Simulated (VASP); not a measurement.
# SiO2 (P6_322) in VASP: further runs

The runs below take SiO2 through single point, with LDA.

Everything below comes from runs of VASP 6.6.1. Logs are shortened: lines on timing, memory, paths and dates and some standing lists are left out, and cuts for length are marked.

**1. The cell of the first run**

Symmetry: P6_322, No. 182, hexagonal system. The conventional cell has a = 5.015 Å, b = 5.015 Å, c = 8.539 Å, α = 90.00°, β = 90.00°, γ = 120.00°. Within 2.1 Å of Si (site symmetry 3) lie 4 O at 1.60 to 1.61 Å. O (site symmetry 2) has 2 Si at 1.61 Å within 2.1 Å. Within 2.1 Å of O (site symmetry 32) lie 2 Si at 1.60 Å.

**2. Single point, LDA**

Input file INCAR:

```
  PREC = Accurate
  ENCUT = 520
  EDIFF = 1E-7
  ISMEAR = 0
  SIGMA = 0.02
  LREAL = False
  LASPH = True
  NELM = 60
  ALGO = Normal
  ISIF = 2
  LWAVE = False
  LCHARG = False
  GGA = CA
  NBANDS = 44
```

Input file KPOINTS:

```
Automatic mesh
0
Gamma
  6 6 4
```

Input file POSCAR:

```
SiO2
1.0
    5.0150044867      0.0000000000      0.0000000000
   -2.5075022433      4.3431212855      0.0000000000
    0.0000000000      0.0000000000      8.5394405355
Si O
4 8
Direct
    0.6666666667      0.3333333333      0.9370471006
    0.6666666667      0.3333333333      0.5629528994
    0.3333333333      0.6666666667      0.0629528994
    0.3333333333      0.6666666667      0.4370471006
    0.0000000000      0.4120634518      0.0000000000
    0.4120634518      0.4120634518      0.5000000000
    0.5879365482      0.0000000000      0.5000000000
    0.5879365482      0.5879365482      0.0000000000
    0.0000000000      0.5879365482      0.5000000000
    0.6666666667      0.3333333333      0.7500000000
    0.3333333333      0.6666666667      0.2500000000
    0.4120634518      0.0000000000      0.0000000000
```

Potentials or basis: VASP PAW LDA potentials, release 64 (Si, O).

Launch:

```
cat potpaw_LDA.64/Si/POTCAR potpaw_LDA.64/O/POTCAR > POTCAR
mpirun -np 1 vasp_std > vasp.out
```

OUTCAR:

```text
PREC = Accurate
   ENCUT = 520
   EDIFF = 1E-7
   ISMEAR = 0
   LREAL = False
   LASPH = True
   NELM = 60
   ISIF = 2
   GGA = CA

 ion  position               nearest neighbor table
   1  0.667  0.333  0.937-  10 1.60   5 1.61  12 1.61   8 1.61   3 3.09   3 3.09   3 3.09
   2  0.667  0.333  0.563-  10 1.60   7 1.61   9 1.61   6 1.61   4 3.09   4 3.09   4 3.09
   3  0.333  0.667  0.063-  11 1.60  12 1.61   5 1.61   8 1.61   1 3.09   1 3.09   1 3.09
   4  0.333  0.667  0.437-  11 1.60   9 1.61   7 1.61   6 1.61   2 3.09   2 3.09   2 3.09
   5  0.000  0.412  0.000-   1 1.61   3 1.61
   6  0.412  0.412  0.500-   4 1.61   2 1.61
   7  0.588  0.000  0.500-   2 1.61   4 1.61
   8  0.588  0.588  0.000-   1 1.61   3 1.61
   9  0.000  0.588  0.500-   4 1.61   2 1.61
  10  0.667  0.333  0.750-   1 1.60   2 1.60
  11  0.333  0.667  0.250-   3 1.60   4 1.60
  12  0.412  0.000  0.000-   3 1.61   1 1.61

  LATTYP: Found a hexagonal cell.
 ALAT       =     5.0150044867
 C/A-ratio  =     1.7027782444

  Lattice vectors:

 A1 = (   5.0150044867,   0.0000000000,   0.0000000000)
 A2 = (  -2.5075022433,   4.3431212855,   0.0000000000)
 A3 = (   0.0000000000,   0.0000000000,   8.5394405355)

Analysis of symmetry for initial positions (statically):
=====================================================================
 Subroutine PRICEL returns:
 Original cell was already a primitive cell.

 Routine SETGRP: Setting up the symmetry group for a
 hexagonal supercell.

 Subroutine GETGRP returns: Found 12 space group operations
 (whereof  6 operations were pure point group operations)
 out of a pool of 24 trial point group operations.

The static configuration has the point symmetry D_3 .
 The point group associated with its full space group is D_6 .

Analysis of symmetry for dynamics (positions and initial velocities):
=====================================================================
 Subroutine PRICEL returns:
 Original cell was already a primitive cell.

 Routine SETGRP: Setting up the symmetry group for a
 hexagonal supercell.

 Subroutine GETGRP returns: Found 12 space group operations
 (whereof  6 operations were pure point group operations)
 out of a pool of 24 trial point group operations.

The dynamic configuration has the point symmetry D_3 .
 The point group associated with its full space group is D_6 .

 Subroutine INISYM returns: Found 12 space group operations
 (whereof  6 operations are pure point group operations),
 and found     1 'primitive' translations

----------------------------------------------------------------------------------------

                                     Primitive cell

  volume of cell :     185.9956

  direct lattice vectors                    reciprocal lattice vectors
     5.015004487  0.000000000  0.000000000     0.199401616  0.115124577  0.000000000
    -2.507502243  4.343121285  0.000000000     0.000000000  0.230249154  0.000000000
     0.000000000  0.000000000  8.539440536     0.000000000  0.000000000  0.117103690

  length of vectors
     5.015004487  5.015004487  8.539440536     0.230249154  0.230249154  0.117103690

  position of ions in fractional coordinates (direct lattice)
     0.666666667  0.333333333  0.937047101
     0.666666667  0.333333333  0.562952899
     0.333333333  0.666666667  0.062952899
     0.333333333  0.666666667  0.437047101
     0.000000000  0.412063452  0.000000000
     0.412063452  0.412063452  0.500000000
     0.587936548  0.000000000  0.500000000
     0.587936548  0.587936548  0.000000000
     0.000000000  0.587936548  0.500000000
     0.666666667  0.333333333  0.750000000
     0.333333333  0.666666667  0.250000000
     0.412063452  0.000000000  0.000000000

  ion indices of the primitive-cell ions
   primitive index   ion index
                 1           1
                 2           2
                 3           3
                 4           4
                 5           5
                 6           6
                 7           7
                 8           8
                 9           9
                10          10
                11          11
                12          12

----------------------------------------------------------------------------------------

 KPOINTS: Automatic mesh

Automatic generation of k-mesh.
 Grid dimensions read from file:
 generate k-points for:    6    6    4

 Generating k-lattice:

  Cartesian coordinates                     Fractional coordinates (reciprocal lattice)
     0.033233603  0.019187429  0.000000000     0.166666667  0.000000000  0.000000000
     0.000000000  0.038374859  0.000000000     0.000000000  0.166666667  0.000000000
     0.000000000  0.000000000  0.029275923     0.000000000  0.000000000  0.250000000

  Length of vectors
     0.038374859  0.038374859  0.029275923

  Shift w.r.t. Gamma in fractional coordinates (k-lattice)
     0.000000000  0.000000000  0.000000000

 Subroutine IBZKPT returns following result:
 ===========================================

 Found     21 irreducible k-points:

 Following reciprocal coordinates:
            Coordinates               Weight
  0.000000  0.000000  0.000000      1.000000
  0.166667  0.000000  0.000000      6.000000
  0.333333  0.000000  0.000000      6.000000
  0.500000  0.000000  0.000000      3.000000
  0.166667  0.166667  0.000000      6.000000
  0.333333  0.166667  0.000000     12.000000
[... 13 lines left out ...]
  0.333333  0.166667  0.500000     12.000000
  0.333333  0.333333  0.500000      2.000000
   k-points           NKPTS =     21   k-points in BZ     NKDIM =     21   number of bands    NBANDS=     44
   number of dos      NEDOS =    301   number of ions     NIONS =     12
   total plane-waves  NPLWV = 102400
   dimension x,y,z NGX =    40 NGY =   40 NGZ =   64
   dimension x,y,z NGXF=    80 NGYF=   80 NGZF=  128
   ions per type =               4   8
   NGX,Y,Z   is equivalent  to a cutoff of  13.26, 13.26, 12.46 a.u.
   NGXF,Y,Z  is equivalent  to a cutoff of  26.52, 26.52, 24.92 a.u.
 SYSTEM =  unknown system
   PREC   = accura    normal or accurate (medium, high low for compatibility)
   ISTART =      0    job   : 0-new  1-cont  2-samecut
   ICHARG =      2    charge: 1-file 2-atom 10-const
   ISPIN  =      1    spin polarized calculation?
   LNONCOLLINEAR =      F non collinear calculations
   LSORBIT =      F    spin-orbit coupling
   LASPH  =      T    aspherical Exc in radial PAW
   ENCUT  =  520.0 eV  38.22 Ry    6.18 a.u.   9.32  9.32 15.88*2*pi/ulx,y,z
   NELM   =     60;   NELMIN=  2; NELMDL= -5     # of ELM steps
   EDIFF  = 0.1E-06   stopping-criterion for ELM
   LREAL  =      F    real-space projection
   EDIFFG = 0.1E-05   stopping-criterion for IOM
   NSW    =      0    number of steps for IOM
   IBRION =     -1    ionic relax: 0-MD 1-quasi-New 2-CG
   NFREE  =      0    steps in history (QN), initial steepest desc. (CG)
   ISIF   =      2    stress and relaxation
   ISYM   =      2    0-nonsym 1-usesym 2-fastsym
   POTIM  = 0.5000    time-step for ionic-motion
   TEBEG  =    0.0;   TEEND  =   0.0 temperature during run
   PSTRESS=    0.0 pullay stress
   NELECT =      64.0000    total number of electrons
   NUPDOWN=      -1.0000    fix difference up-down
   EMIN   =  10.00;   EMAX   =-10.00  energy-range for DOS
   EFERMI =   0.00;   METHOD = LEGACY
   ISMEAR =     0;   SIGMA  =   0.02  broadening in eV -4-tet -1-fermi 0-gaus
   EFERMI_NEDOS =   21; number of points for ismear=-14 and -15
   IALGO  =     38    algorithm
   IMIX   =      4    mixing-type and parameters
     AMIX     =   0.40;   BMIX     =  1.00
     AMIX_MAG =   1.60;   BMIX_MAG =  1.00
  volume/ion in A,a.u.               =      15.50       104.60
  Fermi-wavevector in a.u.,A,eV,Ry     =   1.147186  2.167868 17.905760  1.316036
  Thomas-Fermi vector in A             =   2.283867
   LORBIT       =      0    0 simple, 1 ext, 2 COOP (PROOUT), +10 PAW based schemes
   GGA     = CA    functional components
   LHFCALC =     F    Hartree Fock is set to
   AEXX    =    0.0000 exact exchange contribution
   IVDW    =     0    specifies the selected vdW correction
   LEPSILON=     F    determine dielectric tensor
   LRPA    =     F    only Hartree local field effects (RPA)
 non-spin polarized calculation
 Gauss-broadening in eV      SIGMA  =   0.02
  energy-cutoff  :      520.00
  volume of cell :      186.00
 maximum number of plane-waves:      5059
 NGX is ok and might be reduce to    40
   NGX = 19   NGY = 19   NGZ = 31

 number of electron      64.0000001 magnetization

 Free energy of the ion-electron system (eV)
  ---------------------------------------------------
  ext. energy  EPLUGINS =         0.00000000
  ---------------------------------------------------
  free energy    TOTEN  =      -103.70379805 eV

  energy without entropy =     -103.70379805  energy(sigma->0) =     -103.70379805

 E-fermi :  -0.4932     XC(G=0):  -8.4853

 val. band max:       -0.6103041227   @ k =   0.0000   0.0000   0.2500
 cond. band min:       4.8048777513   @ k =   0.0000   0.0000   0.0000
 fundamental gap:      5.4151818740
 Fermi energy:        -0.4932465362

 k-point     1 :       0.0000    0.0000    0.0000
  band No.  band energies     occupation
      1     -19.8941      2.00000
      2     -19.4814      2.00000
      3     -18.4167      2.00000
      4     -17.7314      2.00000
      5     -17.7188      2.00000
      6     -17.7188      2.00000
[... 36 lines left out ...]
     43      11.0650      0.00000
     44      11.0653      0.00000

 k-point     2 :       0.1667    0.0000    0.0000
  band No.  band energies     occupation
      1     -19.8171      2.00000
      2     -19.3966      2.00000
      3     -18.5113      2.00000
      4     -17.8441      2.00000
      5     -17.7367      2.00000
      6     -17.7321      2.00000
[... 885 lines left out ...]
 k-point    21 :       0.3333    0.3333    0.5000
  band No.  band energies     occupation
      1     -19.1982      2.00000
      2     -19.1982      2.00000
      3     -18.7076      2.00000
      4     -18.7076      2.00000
      5     -17.7637      2.00000
      6     -17.7637      2.00000
[... 36 lines left out ...]
     43      10.0835      0.00000
     44      10.0835      0.00000

------------------------ aborting loop because EDIFF is reached ----------------------------------------

  FORCE on cell =-STRESS in cart. coord.  units (eV):
  Direction    XX          YY          ZZ          XY          YZ          ZX
  --------------------------------------------------------------------------------------
  -------------------------------------------------------------------------------------
  Total        0.5653983      0.5653983      0.5427934      0.0000000     -0.0000000      0.0000000
  in kB        4.8703746      4.8703746      4.6756545      0.0000000     -0.0000000      0.0000000
  external PRESSURE =       4.8054679 kB  Pullay stress =       0.0000000 kB

 VOLUME and BASIS-vectors are now :
 -----------------------------------------------------------------------------
  energy-cutoff  :      520.00
  volume of cell :      186.00
      direct lattice vectors                 reciprocal lattice vectors
     5.015004487  0.000000000  0.000000000     0.199401616  0.115124577  0.000000000
    -2.507502243  4.343121285  0.000000000     0.000000000  0.230249154  0.000000000
     0.000000000  0.000000000  8.539440536     0.000000000  0.000000000  0.117103690

 POSITION                                       TOTAL-FORCE (eV/Angst)
 -----------------------------------------------------------------------------------
      2.50750      1.44771      8.00186         0.000000      0.000000     -0.016080
      2.50750      1.44771      4.80730        -0.000000      0.000000      0.016080
     -0.00000      2.89541      0.53758        -0.000000      0.000000      0.016080
     -0.00000      2.89541      3.73214        -0.000000      0.000000     -0.016080
     -1.03325      1.78964      0.00000         0.011781     -0.020405      0.000000
      1.03325      1.78964      4.26972        -0.011781     -0.020405      0.000000
      2.94850      0.00000      4.26972         0.023562      0.000000      0.000000
      1.47425      2.55348      0.00000         0.011781      0.020405     -0.000000
     -1.47425      2.55348      4.26972        -0.011781      0.020405     -0.000000
      2.50750      1.44771      6.40458         0.000000      0.000000      0.000000
     -0.00000      2.89541      2.13486        -0.000000      0.000000      0.000000
      2.06650      0.00000      0.00000        -0.023562      0.000000     -0.000000
 -----------------------------------------------------------------------------------
    total drift:                               -0.000001      0.000000      0.000000

  FREE ENERGIE OF THE ION-ELECTRON SYSTEM (eV)
  ---------------------------------------------------
  free  energy   TOTEN  =      -103.7037980469 eV

  energy  without entropy=     -103.7037980469  energy(sigma->0) =     -103.70379805
```

Run time: 3.4 min. Hardware: 1 thread of Intel Xeon Platinum 8488C (Sapphire Rapids), shared host; peak memory 0.3 GiB.

What came out:

```
Free energy            : -103.7038 eV
Pressure               : 0.5 GPa
Largest force          : 0.024 eV/Å
Band gap on the k mesh : 5.42 eV (least direct gap 5.48 eV)
```

Forces in eV/Å, atoms in the order of the input:
```
Si   0.000  0.000 -0.016
Si   0.000  0.000  0.016
Si   0.000  0.000  0.016
Si   0.000  0.000 -0.016
O    0.012 -0.020  0.000
O   -0.012 -0.020  0.000
O    0.024  0.000  0.000
O    0.012  0.020  0.000
O   -0.012  0.020  0.000
O    0.000  0.000  0.000
O    0.000  0.000  0.000
O   -0.024  0.000  0.000
```

Levels at points of the mesh, in eV from the valence-band top:
| k point | band 30 | band 31 | band 32 | band 33 | band 34 | band 35 |
| --- | --- | --- | --- | --- | --- | --- |
| (0.00, 0.00, 0.00) | -0.81 | -0.06 | -0.06 | 5.42 | 7.75 | 8.05 |
| (0.50, 0.00, 0.00) | -0.77 | -0.66 | -0.04 | 7.70 | 8.12 | 8.60 |
| (0.00, 0.00, 0.50) | -0.67 | -0.20 | -0.20 | 6.21 | 6.21 | 9.02 |
| (0.50, 0.00, 0.50) | -0.76 | -0.38 | -0.38 | 8.12 | 8.12 | 8.37 |

A k mesh can miss the band edges.

**3. Single point, LDA**

Input file INCAR:

```
SYSTEM = SiO2
PREC     = Accurate       ! precision mode
ENCUT    = 520            ! plane-wave cutoff, eV
EDIFF    = 1E-6           ! SCF threshold, eV
ISMEAR   = 0              ! smearing method
SIGMA    = 0.02           ! smearing width, eV
LREAL    = .False.        ! projectors in reciprocal space
LASPH    = .True.         ! aspherical terms in the spheres
NELM     = 60             ! most SCF steps
ALGO     = Normal         ! electronic algorithm
ISIF     = 2              ! what is computed and relaxed
LWAVE    = .False.        ! write WAVECAR
LCHARG   = .True.         ! write CHGCAR
GGA      = CA             ! functional
LELF     = .True.         ! ELF
LVHAR    = .True.       
NBANDS   = 44             ! bands
```

Input file KPOINTS:

```
Automatic mesh
0
Gamma
  6 6 4
  0 0 0
```

Changes to POSCAR since step 2:

```diff
@@ -3,3 +3,3 @@
     5.0150044867      0.0000000000      0.0000000000
-   -2.5075022433      4.3431212855      0.0000000000
+   -2.5075022433      4.3431212856      0.0000000000
     0.0000000000      0.0000000000      8.5394405355
```

Potentials or basis: VASP PAW LDA potentials, release 64 (Si, O).

Launch:

```
cat potpaw_LDA.64/Si/POTCAR potpaw_LDA.64/O/POTCAR > POTCAR
mpirun -np 1 vasp_std > vasp.out
```

Run time: 2.2 min. Hardware: 1 thread of Intel Xeon Platinum 8488C (Sapphire Rapids), shared host; peak memory 0.3 GiB.

It converged, with:

* Free energy: -103.7038 eV
* Pressure: 0.5 GPa
* Largest force: 0.024 eV/Å
* Band gap on the k mesh: 5.42 eV (least direct gap 5.48 eV)

Forces in eV/Å, atoms in the order of the input:
```
Si   0.000  0.000 -0.016
Si   0.000  0.000  0.016
Si   0.000  0.000  0.016
Si   0.000  0.000 -0.016
O    0.012 -0.021  0.000
O   -0.012 -0.021  0.000
O    0.024  0.000  0.000
O    0.012  0.021  0.000
O   -0.012  0.021  0.000
O    0.000  0.000  0.000
O    0.000  0.000  0.000
O   -0.024  0.000  0.000
```

Levels at points of the mesh, in eV from the valence-band top:
| k point | band 30 | band 31 | band 32 | band 33 | band 34 | band 35 |
| --- | --- | --- | --- | --- | --- | --- |
| (0.00, 0.00, 0.00) | -0.81 | -0.06 | -0.06 | 5.42 | 7.75 | 8.05 |
| (0.50, 0.00, 0.00) | -0.77 | -0.66 | -0.04 | 7.70 | 8.12 | 8.60 |
| (0.00, 0.00, 0.50) | -0.67 | -0.20 | -0.20 | 6.21 | 6.21 | 9.02 |
| (0.50, 0.00, 0.50) | -0.76 | -0.38 | -0.38 | 8.12 | 8.12 | 8.37 |

A k mesh can miss the band edges.
